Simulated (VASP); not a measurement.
# Si8AgO16 (a cell with a defect) in VASP: relaxation of the atoms with PBE

Aim: the relaxation of the atoms of Si8AgO16 (a cell with a defect) with PBE.

Everything below comes from runs of VASP 6.6.1. Logs are shortened: lines on timing, memory, paths and dates and some standing lists are left out, and cuts for length are marked.

### 1 The cell of the first run

The cell holds a defect, 25 atoms: a = 8.726 Å, b = 8.726 Å, c = 7.186 Å, α = 65.69°, β = 65.69°, γ = 48.63°.

### 2 Relaxation of the atoms, PBE

Input file INCAR:

```
PREC = Accurate ; ENCUT = 520
EDIFF = 1E-7 ; ISMEAR = -1
SIGMA = 0.01 ; LREAL = F
LASPH = T ; NELM = 120
ALGO = Normal ; ISIF = 2
LWAVE = F ; LCHARG = F
GGA = PE ; IBRION = 2
NSW = 100 ; EDIFFG = -0.03
NELECT = 138.0 ; GGA_COMPAT = F
NELMIN = 4
```

Input file KPOINTS:

```
Automatic mesh
0
Gamma
  1 1 1
  0.25 0.25 0.25
```

Input file POSCAR:

```
Si8AgO16
1.0
    0.0000000000      5.0813926900      7.0944098900
    5.0813926900      0.0000000000      7.0944098900
    5.0813926900      5.0813926900      0.0000000000
Si O Ag
8 16 1
Direct
    0.2500000000      0.2500000000      0.4557663000
    0.7500000000      0.7500000000      0.9557663000
    0.0807663000      0.6692337000      0.1250000000
    0.5807663000      0.1692337000      0.6250000000
    0.4192337000      0.8307663000      0.3750000000
    0.9192337000      0.3307663000      0.8750000000
    0.0000000000      0.0000000000      0.2942337000
    0.5000000000      0.5000000000      0.7942337000
    0.0892867300      0.2360795200      0.6696805100
    0.5892867300      0.7360795200      0.1696805100
    0.4860795200      0.3392867300      0.7549532500
    0.9860795200      0.8392867300      0.2549532500
    0.4107132700      0.2639204800      0.4950467500
    0.9107132700      0.7639204800      0.9950467500
    0.2053194900      0.8700467500      0.3889204800
    0.7053194900      0.3700467500      0.8889204800
    0.0139204800      0.1607132700      0.0803194900
    0.5139204800      0.6607132700      0.5803194900
    0.3799532500      0.0446805100      0.3610795200
    0.8799532500      0.5446805100      0.8610795200
    0.2946805100      0.6299532500      0.9642867300
    0.7946805100      0.1299532500      0.4642867300
    0.1200467500      0.4553194900      0.2857132700
    0.6200467500      0.9553194900      0.7857132700
    0.0000000000      0.0000000000      0.7179560000
```

Potentials or basis: VASP PAW PBE potentials, release 64 (Si, O, Ag).

Run with:

```bash
$ cat potpaw_PBE.64/Si/POTCAR potpaw_PBE.64/O/POTCAR potpaw_PBE.64/Ag/POTCAR > POTCAR
$ mpirun -np 1 vasp_std > vasp.out
```

OUTCAR:

```text
PREC = Accurate
   ENCUT = 520
   EDIFF = 1E-7
   ISMEAR = -1
   LREAL = F
   LASPH = T
   NELM = 120
   ISIF = 2
   GGA = PE
   IBRION = 2
   NSW = 100
   EDIFFG = -0.03
   NELECT = 138.0
   NELMIN = 4

 ion  position               nearest neighbor table
   1  0.250  0.250  0.456-  13 1.63   9 1.63  19 1.63  23 1.63   5 3.13   6 3.13   3 3.13   4 3.13

   2  0.750  0.750  0.956-  14 1.63  10 1.63  20 1.63  24 1.63   5 3.13   6 3.13   3 3.13   4 3.13

   3  0.081  0.669  0.125-  21 1.63  23 1.63  12 1.63  14 1.63  25 3.07   2 3.13   7 3.13   8 3.13
                             1 3.13
   4  0.581  0.169  0.625-  22 1.63  24 1.63  11 1.63  13 1.63   1 3.13   2 3.13   7 3.13   8 3.13
                            25 3.17
   5  0.419  0.831  0.375-  15 1.63  19 1.63  18 1.63  10 1.63   1 3.13   2 3.13   7 3.13   8 3.13
                            25 3.17
   6  0.919  0.331  0.875-  16 1.63  20 1.63  17 1.63   9 1.63  25 3.07   2 3.13   7 3.13   8 3.13
                             1 3.13
   7  0.000  0.000  0.294-  12 1.63  17 1.63  15 1.63  22 1.63  25 3.04   6 3.13   5 3.13   4 3.13
                             3 3.13
   8  0.500  0.500  0.794-  11 1.63  18 1.63  16 1.63  21 1.63   5 3.13   6 3.13   3 3.13   4 3.13
[... 5 lines left out ...]
  13  0.411  0.264  0.495-   1 1.63   4 1.63
  14  0.911  0.764  0.995-   2 1.63   3 1.63  25 2.51
  15  0.205  0.870  0.389-   5 1.63   7 1.63  25 2.47
  16  0.705  0.370  0.889-   6 1.63   8 1.63
  17  0.014  0.161  0.080-   7 1.63   6 1.63
  18  0.514  0.661  0.580-   8 1.63   5 1.63
  19  0.380  0.045  0.361-   5 1.63   1 1.63
  20  0.880  0.545  0.861-   6 1.63   2 1.63
  21  0.295  0.630  0.964-   3 1.63   8 1.63
  22  0.795  0.130  0.464-   4 1.63   7 1.63  25 2.47
  23  0.120  0.455  0.286-   3 1.63   1 1.63
  24  0.620  0.955  0.786-   4 1.63   2 1.63
  25  0.000  0.000  0.718-  22 2.47  15 2.47  14 2.51   9 2.51   7 3.04   6 3.07   3 3.07   4 3.17
                             5 3.17

  LATTYP: Found a body centered tetragonal cell.
 ALAT       =     7.1861744579
 C/A-ratio  =     1.9744608015

  Lattice vectors:

 A1 = (  -5.0813926900,   0.0000000000,   7.0944098900)
 A2 = (   5.0813926900,   0.0000000000,   7.0944098900)
 A3 = (   0.0000000000,   5.0813926900,  -7.0944098900)

Analysis of symmetry for initial positions (statically):
=====================================================================
 Subroutine PRICEL returns:
 Original cell was already a primitive cell.

 Routine SETGRP: Setting up the symmetry group for a
 body centered tetragonal supercell.

 Subroutine GETGRP returns: Found  2 space group operations
 (whereof  2 operations were pure point group operations)
 out of a pool of 16 trial point group operations.

The static configuration has the point symmetry C_2 .

Analysis of symmetry for dynamics (positions and initial velocities):
=====================================================================
 Subroutine PRICEL returns:
 Original cell was already a primitive cell.

 Routine SETGRP: Setting up the symmetry group for a
 body centered tetragonal supercell.

 Subroutine GETGRP returns: Found  2 space group operations
 (whereof  2 operations were pure point group operations)
 out of a pool of 16 trial point group operations.

The dynamic configuration has the point symmetry C_2 .

 Subroutine INISYM returns: Found  2 space group operations
 (whereof  2 operations are pure point group operations),
 and found     1 'primitive' translations

----------------------------------------------------------------------------------------

                                     Primitive cell

  volume of cell :     366.3632

  direct lattice vectors                    reciprocal lattice vectors
     0.000000000  5.081392690  7.094409890    -0.098398221  0.098398221  0.070478025
     5.081392690  0.000000000  7.094409890     0.098398221 -0.098398221  0.070478025
     5.081392690  5.081392690  0.000000000     0.098398221  0.098398221 -0.070478025

  length of vectors
     8.726465685  8.726465685  7.186174458     0.155985806  0.155985806  0.155985806

  position of ions in fractional coordinates (direct lattice)
     0.250000000  0.250000000  0.455766300
     0.750000000  0.750000000  0.955766300
[... 65 lines left out ...]
     0.098398221  0.098398221 -0.070478025    -0.000000000 -0.000000000  1.000000000

  Length of vectors
     0.155985806  0.155985806  0.155985806

  Shift w.r.t. Gamma in fractional coordinates (k-lattice)
     0.250000000  0.250000000  0.250000000

 Subroutine IBZKPT returns following result:
 ===========================================

 Found      3 irreducible k-points:

 Following reciprocal coordinates:
            Coordinates               Weight
  0.250000  0.250000  0.250000      4.000000
  0.250000 -0.000000  0.000000      2.000000
 -0.000000  0.250000  0.000000      2.000000
   k-points           NKPTS =      3   k-points in BZ     NKDIM =      3   number of bands    NBANDS=     82
   number of dos      NEDOS =    301   number of ions     NIONS =     25
   total plane-waves  NPLWV = 264600
   dimension x,y,z NGX =    70 NGY =   70 NGZ =   54
   dimension x,y,z NGXF=   140 NGYF=  140 NGZF=  108
   ions per type =               8  16   1
   NGX,Y,Z   is equivalent  to a cutoff of  13.34, 13.34, 12.49 a.u.
   NGXF,Y,Z  is equivalent  to a cutoff of  26.67, 26.67, 24.98 a.u.
 SYSTEM =  unknown system
   PREC   = accura    normal or accurate (medium, high low for compatibility)
   ISTART =      0    job   : 0-new  1-cont  2-samecut
   ICHARG =      2    charge: 1-file 2-atom 10-const
   ISPIN  =      1    spin polarized calculation?
   LNONCOLLINEAR =      F non collinear calculations
   LSORBIT =      F    spin-orbit coupling
   LASPH  =      T    aspherical Exc in radial PAW
   ENCUT  =  520.0 eV  38.22 Ry    6.18 a.u.  16.23 16.23 13.36*2*pi/ulx,y,z
   NELM   =    120;   NELMIN=  4; NELMDL= -5     # of ELM steps
   EDIFF  = 0.1E-06   stopping-criterion for ELM
   LREAL  =      F    real-space projection
   EDIFFG = -.3E-01   stopping-criterion for IOM
   NSW    =    100    number of steps for IOM
   IBRION =      2    ionic relax: 0-MD 1-quasi-New 2-CG
   NFREE  =      1    steps in history (QN), initial steepest desc. (CG)
   ISIF   =      2    stress and relaxation
   ISYM   =      2    0-nonsym 1-usesym 2-fastsym
   POTIM  = 0.5000    time-step for ionic-motion
   TEBEG  =    0.0;   TEEND  =   0.0 temperature during run
   PSTRESS=    0.0 pullay stress
   NELECT =     138.0000    total number of electrons
   NUPDOWN=      -1.0000    fix difference up-down
   EMIN   =  10.00;   EMAX   =-10.00  energy-range for DOS
   EFERMI =   0.00;   METHOD = LEGACY
   ISMEAR =    -1;   SIGMA  =   0.01  broadening in eV -4-tet -1-fermi 0-gaus
   EFERMI_NEDOS =   21; number of points for ismear=-14 and -15
   IALGO  =     38    algorithm
   IMIX   =      4    mixing-type and parameters
     AMIX     =   0.40;   BMIX     =  1.00
     AMIX_MAG =   1.60;   BMIX_MAG =  1.00
  volume/ion in A,a.u.               =      14.65        98.89
  Fermi-wavevector in a.u.,A,eV,Ry     =   1.182308  2.234238 19.018931  1.397852
  Thomas-Fermi vector in A             =   2.318565
   LORBIT       =      0    0 simple, 1 ext, 2 COOP (PROOUT), +10 PAW based schemes
   GGA     = PE    functional components
   LHFCALC =     F    Hartree Fock is set to
   AEXX    =    0.0000 exact exchange contribution
   IVDW    =     0    specifies the selected vdW correction
   LEPSILON=     F    determine dielectric tensor
   LRPA    =     F    only Hartree local field effects (RPA)
 conjugate gradient relaxation of ions
 non-spin polarized calculation
  energy-cutoff  :      520.00
  volume of cell :      366.36
 maximum number of plane-waves:      9873
 NGX is ok and might be reduce to    70
   NGX = 33   NGY = 33   NGZ = 27

--------------------------------------- Ionic step        1  -------------------------------------------

 number of electron     137.9999989 magnetization

 Free energy of the ion-electron system (eV)
  ---------------------------------------------------
  ext. energy  EPLUGINS =         0.00000000
  ---------------------------------------------------
  free energy    TOTEN  =      -193.71802641 eV

  energy without entropy =     -193.71802641  energy(sigma->0) =     -193.71802641

------------------------ aborting loop because EDIFF is reached ----------------------------------------

  FORCE on cell =-STRESS in cart. coord.  units (eV):
  Direction    XX          YY          ZZ          XY          YZ          ZX
  --------------------------------------------------------------------------------------
  -------------------------------------------------------------------------------------
  Total       -4.0359639     -4.0359639     -4.9714350      0.6884929      1.7137931     -1.7137930
  in kB      -17.6500550    -17.6500550    -21.7410522      3.0109133      7.4947506     -7.4947503
  external PRESSURE =     -19.0137207 kB  Pullay stress =       0.0000000 kB
[... 158 lines left out ...]
  FREE ENERGIE OF THE ION-ELECTRON SYSTEM (eV)
  ---------------------------------------------------
  free  energy   TOTEN  =      -193.8445284738 eV

  energy  without entropy=     -193.8445284737  energy(sigma->0) =     -193.84452847

[... ionic steps 4 to 19 ...]

--------------------------------------- Ionic step       20  -------------------------------------------

 number of electron     137.9999994 magnetization

------------------------ aborting loop because EDIFF is reached ----------------------------------------
[... 113 lines left out ...]
--------------------------------------- Ionic step       22  -------------------------------------------

 number of electron     137.9999994 magnetization

 Free energy of the ion-electron system (eV)
  ---------------------------------------------------
  ext. energy  EPLUGINS =         0.00000000
  ---------------------------------------------------
  free energy    TOTEN  =      -193.90339675 eV

  energy without entropy =     -193.90339675  energy(sigma->0) =     -193.90339675

 E-fermi :   1.0409     XC(G=0):  -8.4780

 val. band max:        0.7871683269   @ k =  -0.0000   0.2500   0.0000
 cond. band min:       4.9671481967   @ k =  -0.0000   0.2500   0.0000
 fundamental gap:      4.1799798699
 Fermi energy:         1.0408769225

 k-point     1 :       0.2500    0.2500    0.2500
  band No.  band energies     occupation
      1     -18.9761      2.00000
      2     -18.4730      2.00000
      3     -18.4145      2.00000
      4     -18.3052      2.00000
      5     -18.0158      2.00000
      6     -17.9496      2.00000
[... 241 lines left out ...]
     80       9.5249      0.00000
     81       9.6990      0.00000
 [bands above 81 left out]

------------------------ aborting loop because EDIFF is reached ----------------------------------------

  FORCE on cell =-STRESS in cart. coord.  units (eV):
  Direction    XX          YY          ZZ          XY          YZ          ZX
  --------------------------------------------------------------------------------------
  -------------------------------------------------------------------------------------
  Total       -6.2271442     -6.2271442     -6.8118688      0.4369395     -0.8071586      0.8071587
  in kB      -27.2325129    -27.2325129    -29.7896272      1.9108216     -3.5298617      3.5298619
  external PRESSURE =     -28.0848843 kB  Pullay stress =       0.0000000 kB
[... 40 lines left out ...]
  FREE ENERGIE OF THE ION-ELECTRON SYSTEM (eV)
  ---------------------------------------------------
  free  energy   TOTEN  =      -193.9033967525 eV

  energy  without entropy=     -193.9033967525  energy(sigma->0) =     -193.90339675

 reached required accuracy - stopping structural energy minimisation
```

Wall time 36 min (1 thread of AMD EPYC 7R13 (Zen 3), shared host); peak memory 0.64 GiB.

Results:

```yaml
Free_energy: -193.9034 eV
Energy_gained_by_relaxing: 7.4 meV/atom
Ionic_steps: 22
Largest_force_after_relaxing: 0.023 eV/Å
```

Forces on the atoms (eV/Å):
```
Si  -0.009  0.002  0.001
Si   0.002 -0.009 -0.001
Si  -0.008 -0.001 -0.017
Si  -0.014 -0.011 -0.015
Si  -0.011 -0.014  0.015
Si  -0.001 -0.008  0.017
Si  -0.002 -0.002  0.000
Si  -0.009 -0.009  0.000
O   -0.006  0.011  0.016
O    0.005  0.003  0.004
O   -0.007  0.015 -0.005
O   -0.001  0.014  0.003
O    0.003  0.005 -0.004
O    0.011 -0.006 -0.016
O    0.014 -0.003  0.014
O    0.004  0.001  0.003
O    0.014 -0.001 -0.003
O    0.015 -0.007  0.005
O   -0.005  0.011 -0.003
O   -0.003  0.014  0.004
O    0.001  0.004 -0.003
O   -0.003  0.014 -0.014
O    0.014 -0.003 -0.004
O    0.011 -0.005  0.003
Ag  -0.014 -0.014  0.000
```

The path:
```
step  energy change (eV)  largest force (eV/Å)  pressure (GPa)
   1              0.0000                1.4436           -1.90
   2              0.2976                2.7289           -1.53
   3             -0.1265                0.3840           -1.92
   4             -0.1269                0.8242           -2.08
   5             -0.1411                0.3596           -2.02
   6             -0.1628                0.2660           -2.26
   7             -0.1649                0.2442           -2.36
   8             -0.1722                0.1916           -2.52
   9             -0.1723                0.1721           -2.51
  10             -0.1764                0.1844           -2.63
  11             -0.1769                0.1280           -2.60
  12             -0.1796                0.1550           -2.65
  13             -0.1796                0.1425           -2.65
  14             -0.1828                0.0755           -2.69
  15             -0.1840                0.0918           -2.74
  16             -0.1840                0.0849           -2.77
  17             -0.1845                0.0402           -2.76
  18             -0.1848                0.0318           -2.77
  19             -0.1850                0.0515           -2.79
  20             -0.1851                0.0374           -2.80
  21             -0.1853                0.0343           -2.81
  22             -0.1854                0.0232           -2.81
```

Final structure:
```yaml
crystal:
  lattice:
    - [0.00000, 5.08139, 7.09441]
    - [5.08139, 0.00000, 7.09441]
    - [5.08139, 5.08139, 0.00000]
  atoms:
    - { symbol: Si, position: [0.25102, 0.24858, 0.45298] }
    - { symbol: Si, position: [0.74898, 0.75142, 0.95258] }
    - { symbol: Si, position: [0.08092, 0.66546, 0.12974] }
    - { symbol: Si, position: [0.57555, 0.17185, 0.62444] }
    - { symbol: Si, position: [0.42445, 0.82815, 0.37185] }
    - { symbol: Si, position: [0.91908, 0.33454, 0.87612] }
    - { symbol: Si, position: [0.00000, 0.00000, 0.29161] }
    - { symbol: Si, position: [0.50000, 0.50000, 0.79388] }
    - { symbol: O, position: [0.08898, 0.23100, 0.67029] }
    - { symbol: O, position: [0.59358, 0.73180, 0.16821] }
    - { symbol: O, position: [0.48751, 0.33850, 0.75483] }
    - { symbol: O, position: [0.98595, 0.83891, 0.25473] }
    - { symbol: O, position: [0.40642, 0.26820, 0.49360] }
    - { symbol: O, position: [0.91102, 0.76900, 0.99028] }
    - { symbol: O, position: [0.20372, 0.87289, 0.39124] }
    - { symbol: O, position: [0.70763, 0.36879, 0.88712] }
    - { symbol: O, position: [0.01405, 0.16109, 0.07959] }
    - { symbol: O, position: [0.51249, 0.66150, 0.58084] }
    - { symbol: O, position: [0.38141, 0.04350, 0.35920] }
    - { symbol: O, position: [0.88472, 0.54598, 0.85594] }
    - { symbol: O, position: [0.29237, 0.63121, 0.96355] }
    - { symbol: O, position: [0.79628, 0.12711, 0.46785] }
    - { symbol: O, position: [0.11528, 0.45402, 0.28664] }
    - { symbol: O, position: [0.61859, 0.95650, 0.78410] }
    - { symbol: Ag, position: [0.00000, 0.00000, 0.73675] }
```

Caveat: the cell carries a net charge on a neutralising background, which shifts energy and pressure; the cell is charged against a uniform background, so pressure and absolute levels hang on convention.
